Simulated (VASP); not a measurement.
# Al30Si (a cell with a defect) in VASP: a series of runs

Runs on Al30Si (a cell with a defect). Level: PBE+D3(BJ). Tasks: single point.

Everything below comes from runs of VASP 6.6.1. Logs are shortened: lines on timing, memory, paths and dates and some standing lists are left out, and cuts for length are marked.

### 1 The cell of the first run

The cell holds a defect, 31 atoms: a = 8.100 Å, b = 8.100 Å, c = 8.100 Å, α = 90.00°, β = 90.00°, γ = 90.00°.

### 2 Single point, PBE+D3(BJ)

INCAR reads:

```
SYSTEM = Al30Si
ALGO = Normal
EDIFF = 1E-6
ENCUT = 520
GGA = PE
ISIF = 2
ISMEAR = 0
IVDW = 12
LASPH = .True.
LCHARG = .False.
LREAL = Auto
LWAVE = .False.
NBANDS = 68
NELM = 60
PREC = Accurate
SIGMA = 0.1
```

KPOINTS reads:

```
k-points
0
Gamma
  3 3 3
  0 0 0
```

POSCAR reads:

```
Al30Si
1.0
    8.1000000000      0.0000000000      0.0000000000
    0.0000000000      8.1000000000      0.0000000000
    0.0000000000      0.0000000000      8.1000000000
Si Al
1 30
Direct
    0.6758123457      0.0000244444     -0.1605417284
    0.7528639506      0.2611944444      0.0067049383
    0.7452372840     -0.0004302469      0.2444430864
   -0.0071009877     -0.0005054321     -0.0067811111
    0.2525092593      0.2465845679      0.0005188889
    0.4984945679      0.4996938272     -0.0003085185
    0.7526518519      0.7387837037      0.0061890123
    0.2525559259     -0.0006548148      0.2471262963
    0.4980676543      0.2481267901      0.2464870370
    0.7515725926      0.4996881481      0.2581683951
    0.5057176543     -0.0004976543      0.5047002469
    0.7515408642      0.2451211111      0.5041206173
    0.0067335802      0.4996330864     -0.0000087654
    0.2526306173      0.7525201235      0.0005288889
    0.0011438272      0.2495579012      0.2489513580
    0.2508851852      0.4994027160      0.2485097531
    0.4980853086      0.7509487654      0.2465030864
   -0.0021991358     -0.0006853086      0.5013517284
    0.2509739506      0.2506571605      0.4987798765
    0.4987341975      0.4995804938      0.4960525926
    0.7516545679      0.7538832099      0.5040846914
    0.2513793827     -0.0004574074      0.7526314815
    0.4959927160      0.2535092593      0.7484613580
    0.7496774074      0.4996734568      0.7488227160
    0.0011462963      0.7493372840      0.2488364198
    0.0011269136      0.4993406173      0.4989870370
    0.2510456790      0.7480959259      0.4987013580
   -0.0052649383      0.2463195062      0.7472340741
    0.2453230864      0.4996349383      0.7472908642
    0.4963980247      0.7463679012      0.7486427160
   -0.0050181481      0.7525845679      0.7471264198
```

Potentials or basis: VASP PAW PBE potentials, release 64 (Si, Al).

Started as:

```bash
cat potpaw_PBE.64/Si/POTCAR potpaw_PBE.64/Al/POTCAR > POTCAR
mpirun -np 1 vasp_std > vasp.out
```

OUTCAR:

```text
SYSTEM = Al30Si
   EDIFF = 1E-6
   ENCUT = 520
   GGA = PE
   ISIF = 2
   ISMEAR = 0
   IVDW = 12
   LASPH = .True.
   LREAL = Auto
   NELM = 60
   PREC = Accurate
 IVDW          = 12

 ion  position               nearest neighbor table
   1  0.676  0.000  0.839-   7 2.59   2 2.59  30 2.62  23 2.62   4 2.85  11 3.04
   2  0.753  0.261  0.007-   1 2.59  10 2.81  15 2.81  13 2.82   6 2.82   9 2.84  24 2.85   3 2.86
                            28 2.88   4 2.88  23 2.95
   3  0.745  1.000  0.244-   9 2.84  17 2.84   4 2.86   7 2.86   2 2.86  11 2.86  12 2.90  21 2.90
                            15 2.90  25 2.90  18 2.92
   4  0.993  0.999  0.993-  28 2.82  31 2.82   1 2.85   3 2.86  22 2.86   7 2.87   2 2.88  25 2.90
                            15 2.90   5 2.90  14 2.90   8 2.94
   5  0.253  0.247  0.001-   9 2.82   8 2.83  22 2.83  23 2.84  13 2.86   6 2.86  15 2.86  16 2.87
                            29 2.90   4 2.90  28 2.93
   6  0.498  0.500  1.000-   2 2.82   7 2.83  16 2.84  23 2.85  30 2.85  17 2.85   9 2.85  14 2.86
                             5 2.86  24 2.88  29 2.90  10 2.93
   7  0.753  0.739  0.006-   1 2.59  10 2.81  25 2.81  13 2.83   6 2.83  17 2.84  24 2.85   3 2.86
                             4 2.87  31 2.88  30 2.94
   8  0.253  0.999  0.247-  14 2.83   5 2.83  17 2.83   9 2.83  25 2.87  15 2.87  27 2.88  19 2.88
                            18 2.92  11 2.93   4 2.94
   9  0.498  0.248  0.246-   5 2.82   8 2.83   2 2.84   3 2.84   6 2.85  16 2.86  19 2.86  20 2.87
                            10 2.89  11 2.90  12 2.93
  10  0.752  0.500  0.258-   2 2.81  26 2.81  20 2.81   7 2.81  25 2.86  15 2.86  21 2.86  12 2.87
[... 29 lines left out ...]
  25  0.001  0.749  0.249-   7 2.81  13 2.86  10 2.86  16 2.86  27 2.86  14 2.86  26 2.86   8 2.87
                            18 2.88  21 2.89   4 2.90   3 2.90
  26  0.001  0.499  0.499-  10 2.81  29 2.82  19 2.86  27 2.86  15 2.86  25 2.86  16 2.87  24 2.87
                            28 2.87  31 2.87  12 2.89  21 2.89
  27  0.251  0.748  0.499-  30 2.84  20 2.84  29 2.85  26 2.86  16 2.86  17 2.86  25 2.86   8 2.88
                            18 2.89  31 2.89  22 2.89  11 2.90
  28  0.995  0.246  0.747-  12 2.79   4 2.82  18 2.82  24 2.86  26 2.87   2 2.88  22 2.88  29 2.89
                            19 2.89  13 2.90   5 2.93
  29  0.245  0.500  0.747-  13 2.82  26 2.82  23 2.85  27 2.85  19 2.85  30 2.85  31 2.88  28 2.89
                            20 2.89   6 2.90  14 2.90   5 2.90
  30  0.496  0.746  0.749-   1 2.62  27 2.84  14 2.84  11 2.85   6 2.85  29 2.85  22 2.85  20 2.86
                            24 2.86  21 2.86   7 2.94
  31  0.995  0.753  0.747-  21 2.79  18 2.82   4 2.82  24 2.85  26 2.87   7 2.88  29 2.88  22 2.88
                            27 2.89  13 2.90  14 2.93

  LATTYP: Found a simple cubic cell.
 ALAT       =     8.1000000000

  Lattice vectors:

 A1 = (   8.1000000000,   0.0000000000,   0.0000000000)
 A2 = (   0.0000000000,   8.1000000000,   0.0000000000)
 A3 = (   0.0000000000,   0.0000000000,   8.1000000000)

Analysis of symmetry for initial positions (statically):
=====================================================================
 Subroutine PRICEL returns:
 Original cell was already a primitive cell.

 Routine SETGRP: Setting up the symmetry group for a
 simple cubic supercell.

 Subroutine GETGRP returns: Found  1 space group operations
 (whereof  1 operations were pure point group operations)
 out of a pool of 48 trial point group operations.

The static configuration has the point symmetry C_1 .

Analysis of symmetry for dynamics (positions and initial velocities):
=====================================================================
 Subroutine PRICEL returns:
 Original cell was already a primitive cell.

 Routine SETGRP: Setting up the symmetry group for a
 simple cubic supercell.

 Subroutine GETGRP returns: Found  1 space group operations
 (whereof  1 operations were pure point group operations)
 out of a pool of 48 trial point group operations.

The dynamic configuration has the point symmetry C_1 .

 Subroutine INISYM returns: Found  1 space group operations
 (whereof  1 operations are pure point group operations),
 and found     1 'primitive' translations

----------------------------------------------------------------------------------------

                                     Primitive cell

  volume of cell :     531.4410

  direct lattice vectors                    reciprocal lattice vectors
     8.100000000  0.000000000  0.000000000     0.123456790  0.000000000  0.000000000
     0.000000000  8.100000000  0.000000000     0.000000000  0.123456790  0.000000000
     0.000000000  0.000000000  8.100000000     0.000000000  0.000000000  0.123456790

  length of vectors
     8.100000000  8.100000000  8.100000000     0.123456790  0.123456790  0.123456790

[... 86 lines left out ...]
     0.000000000  0.000000000  0.000000000

 Subroutine IBZKPT returns following result:
 ===========================================

 Found     14 irreducible k-points:

 Following reciprocal coordinates:
            Coordinates               Weight
  0.000000  0.000000  0.000000      1.000000
  0.333333  0.000000  0.000000      2.000000
  0.000000  0.333333  0.000000      2.000000
  0.000000  0.000000  0.333333      2.000000
  0.333333  0.333333  0.000000      2.000000
  0.000000  0.333333  0.333333      2.000000
  0.333333  0.000000  0.333333      2.000000
 -0.333333  0.333333  0.000000      2.000000
 -0.333333  0.000000  0.333333      2.000000
  0.000000 -0.333333  0.333333      2.000000
  0.333333  0.333333  0.333333      2.000000
 -0.333333  0.333333  0.333333      2.000000
 -0.333333 -0.333333  0.333333      2.000000
  0.333333 -0.333333  0.333333      2.000000
   k-points           NKPTS =     14   k-points in BZ     NKDIM =     14   number of bands    NBANDS=     68
   number of dos      NEDOS =    301   number of ions     NIONS =     31
   total plane-waves  NPLWV = 216000
   dimension x,y,z NGX =    60 NGY =   60 NGZ =   60
   dimension x,y,z NGXF=   120 NGYF=  120 NGZF=  120
   ions per type =               1  30
   NGX,Y,Z   is equivalent  to a cutoff of  12.31, 12.31, 12.31 a.u.
   NGXF,Y,Z  is equivalent  to a cutoff of  24.63, 24.63, 24.63 a.u.
 SYSTEM =  Al30Si
   PREC   = accura    normal or accurate (medium, high low for compatibility)
   ISTART =      0    job   : 0-new  1-cont  2-samecut
   ICHARG =      2    charge: 1-file 2-atom 10-const
   ISPIN  =      1    spin polarized calculation?
   LNONCOLLINEAR =      F non collinear calculations
   LSORBIT =      F    spin-orbit coupling
   LASPH  =      T    aspherical Exc in radial PAW
   ENCUT  =  520.0 eV  38.22 Ry    6.18 a.u.  15.06 15.06 15.06*2*pi/ulx,y,z
   NELM   =     60;   NELMIN=  2; NELMDL= -5     # of ELM steps
   EDIFF  = 0.1E-05   stopping-criterion for ELM
   LREAL  =      T    real-space projection
   EDIFFG = 0.1E-04   stopping-criterion for IOM
   NSW    =      0    number of steps for IOM
   IBRION =     -1    ionic relax: 0-MD 1-quasi-New 2-CG
   NFREE  =      0    steps in history (QN), initial steepest desc. (CG)
   ISIF   =      2    stress and relaxation
   ISYM   =      2    0-nonsym 1-usesym 2-fastsym
   POTIM  = 0.5000    time-step for ionic-motion
   TEBEG  =    0.0;   TEEND  =   0.0 temperature during run
   PSTRESS=    0.0 pullay stress
   NELECT =      94.0000    total number of electrons
   NUPDOWN=      -1.0000    fix difference up-down
   EMIN   =  10.00;   EMAX   =-10.00  energy-range for DOS
   EFERMI =   0.00;   METHOD = LEGACY
   ISMEAR =     0;   SIGMA  =   0.10  broadening in eV -4-tet -1-fermi 0-gaus
   EFERMI_NEDOS =   21; number of points for ismear=-14 and -15
   IALGO  =     38    algorithm
   IMIX   =      4    mixing-type and parameters
     AMIX     =   0.40;   BMIX     =  1.00
     AMIX_MAG =   1.60;   BMIX_MAG =  1.00
  volume/ion in A,a.u.               =      17.14       115.69
  Fermi-wavevector in a.u.,A,eV,Ry     =   0.918965  1.736593 11.490081  0.844497
  Thomas-Fermi vector in A             =   2.044106
   LORBIT       =      0    0 simple, 1 ext, 2 COOP (PROOUT), +10 PAW based schemes
   GGA     = PE    functional components
   LHFCALC =     F    Hartree Fock is set to
   AEXX    =    0.0000 exact exchange contribution
   IVDW    =    12    specifies the selected vdW correction
   LEPSILON=     F    determine dielectric tensor
   LRPA    =     F    only Hartree local field effects (RPA)
 non-spin polarized calculation
 Gauss-broadening in eV      SIGMA  =   0.10
  energy-cutoff  :      520.00
  volume of cell :      531.44
 maximum number of plane-waves:     14358
   NGX = 31   NGY = 31   NGZ = 31

 number of electron      94.0000000 magnetization

 Free energy of the ion-electron system (eV)
  ---------------------------------------------------
  ext. energy  EPLUGINS =         0.00000000
  ---------------------------------------------------
  free energy    TOTEN  =      -116.86424004 eV

  energy without entropy =     -116.80049596  energy(sigma->0) =     -116.83236800

 E-fermi :   7.4600     XC(G=0): -10.0471

 val. band max:        7.4446122023   @ k =  -0.3333  -0.3333   0.3333
 cond. band min:       7.4633574524   @ k =   0.3333   0.0000   0.0000
 fundamental gap:      0.0187452500
 Fermi energy:         7.4599964369

 k-point     1 :       0.0000    0.0000    0.0000
  band No.  band energies     occupation
      1      -3.4270      2.00000
      2      -1.6323      2.00000
      3      -1.2559      2.00000
      4      -1.1719      2.00000
      5      -1.1615      2.00000
      6      -1.1335      2.00000
[... 857 lines left out ...]
     58       9.3955      0.00000
     59       9.4504      0.00000
 [bands above 59 left out]

------------------------ aborting loop because EDIFF is reached ----------------------------------------

 Edisp (eV)  -10.06291

 E8    (eV) :    -4.4874

  FORCE on cell =-STRESS in cart. coord.  units (eV):
  Direction    XX          YY          ZZ          XY          YZ          ZX
  --------------------------------------------------------------------------------------
  -------------------------------------------------------------------------------------
  Total     -14.52835   -14.66147   -14.22973    -0.00799     0.00002     1.09618
  in kB     -43.79977   -44.20109   -42.89949    -0.02408     0.00006     3.30475
  external pressure =      -43.63 kB  Pullay stress =        0.00 kB

 VOLUME and BASIS-vectors are now :
 -----------------------------------------------------------------------------
  energy-cutoff  :      520.00
  volume of cell :      531.44
      direct lattice vectors                 reciprocal lattice vectors
     8.100000000  0.000000000  0.000000000     0.123456790  0.000000000  0.000000000
     0.000000000  8.100000000  0.000000000     0.000000000  0.123456790  0.000000000
     0.000000000  0.000000000  8.100000000     0.000000000  0.000000000  0.123456790

 POSITION                                       TOTAL-FORCE (eV/Angst)
 -----------------------------------------------------------------------------------
      5.47408      0.00020      6.79961         0.399070      0.011131     -0.434229
      6.09820      2.11567      0.05431        -0.061980     -0.035544     -0.002095
      6.03642      8.09652      1.97999        -0.005956      0.001983      0.029360
      8.04248      8.09591      8.04507        -0.016645      0.005213      0.005124
      2.04533      1.99733      0.00420        -0.022558     -0.003542      0.013051
      4.03781      4.04752      8.09750        -0.035313     -0.000795      0.027849
[... 23 lines left out ...]
      4.02082      6.04558      6.06401        -0.019931     -0.009473      0.042569
      8.05935      6.09593      6.05172        -0.014026      0.012732      0.014783
 -----------------------------------------------------------------------------------
    total drift:                                0.011023     -0.012473     -0.037633

  FREE ENERGIE OF THE ION-ELECTRON SYSTEM (eV)
  ---------------------------------------------------
  free  energy   TOTEN  =      -126.9271481749 eV

  energy  without entropy=     -126.8634040975  energy(sigma->0) =     -126.89527614
```

Wall time 4.6 min (1 thread of Intel Xeon 6975P-C (Granite Rapids), shared host); peak memory 0.64 GiB.

Results:

* Free energy: -126.9271 eV
* Pressure: -4.4 GPa
* Largest force: 0.590 eV/Å
* Band gap on the k mesh: zero (bands 47 and 48 overlap by 0.44 eV)
* Dispersion energy per atom: -0.325 eV

Forces in eV/Å, atoms in the order of the input:
```
Si   0.399  0.011 -0.434
Al  -0.062 -0.036 -0.002
Al  -0.006  0.002  0.029
Al  -0.017  0.005  0.005
Al  -0.023 -0.004  0.013
Al  -0.035 -0.001  0.028
Al  -0.053  0.014  0.013
Al  -0.008  0.006  0.017
Al  -0.011  0.002  0.032
Al  -0.004  0.003  0.013
Al  -0.009  0.002  0.035
Al  -0.008 -0.012  0.018
Al  -0.029 -0.001  0.010
Al  -0.023  0.005  0.012
Al  -0.004 -0.002 -0.004
Al  -0.002  0.000  0.001
Al  -0.010 -0.002  0.030
Al  -0.003  0.004  0.001
Al   0.006 -0.002  0.001
Al   0.003  0.001  0.020
Al  -0.010  0.014  0.016
Al  -0.028  0.001 -0.001
Al  -0.007 -0.008  0.052
Al  -0.005 -0.002  0.002
Al  -0.006 -0.002 -0.004
Al   0.004  0.000 -0.003
Al   0.005  0.005  0.006
Al  -0.012 -0.011  0.014
Al  -0.010  0.001  0.023
Al  -0.020 -0.009  0.043
Al  -0.014  0.013  0.015
```

(Part 1 of 3 ends here.)
